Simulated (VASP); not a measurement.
A run of VASP 6.6.1 is set up as follows.

The input POSCAR:

```
HfH2
1.0
   -1.7059409814      1.7059409814      2.0877710609
    1.7059409814     -1.7059409814      2.0877710609
    1.7059409814      1.7059409814     -2.0877710609
Hf H
1 2
Direct
    0.0000000000      0.0000000000      0.0000000000
    0.7500000000      0.2500000000      0.5000000000
    0.2500000000      0.7500000000      0.5000000000
```

Contents of INCAR.step1:

```
SYSTEM = HfH2
PREC = Accurate
ENCUT = 520
ISMEAR = 0
SIGMA = 0.1
LREAL = .FALSE.
LASPH = .TRUE.
NELM = 80
NBANDS = 13
GGA = PE
ALGO = Normal
EDIFF = 1E-4
LWAVE = .TRUE.
LCHARG = .FALSE.
```

INCAR.step2

```
SYSTEM = HfH2
PREC = Accurate
ENCUT = 520
EDIFF = 1E-6
ISMEAR = 0
SIGMA = 0.1
LREAL = .FALSE.
LASPH = .TRUE.
NELM = 80
ALGO = Normal
ISIF = 2
LWAVE = .FALSE.
LCHARG = .FALSE.
METAGGA = R2SCAN
LMIXTAU = .TRUE.
NBANDS = 13
ISTART = 1
```

File KPOINTS:

```
regular mesh
0
G
  16 16 16
  0 0 0
```

Potentials or basis: VASP PAW PBE potentials, release 64 (Hf_pv, H).

The run is started by

```bash
$ cat potpaw_PBE.64/Hf_pv/POTCAR potpaw_PBE.64/H/POTCAR > POTCAR
$ cp INCAR.step1 INCAR
$ mpirun -np 1 vasp_std > vasp.out
$ cp INCAR.step2 INCAR
$ mpirun -np 1 vasp_std > vasp.out
```

(1) Predict the pressure.

(2) What does it give for the band gap on the k mesh?

Results:

(1) 9.5 GPa.

(2) zero (bands 6 and 7 overlap by 1.33 eV).

Caveat: the cell stands under pressure; the PAW data sets were made with another functional, which shifts forces and pressure a little; spin-orbit coupling is left out, which moves the levels of the heavy elements.
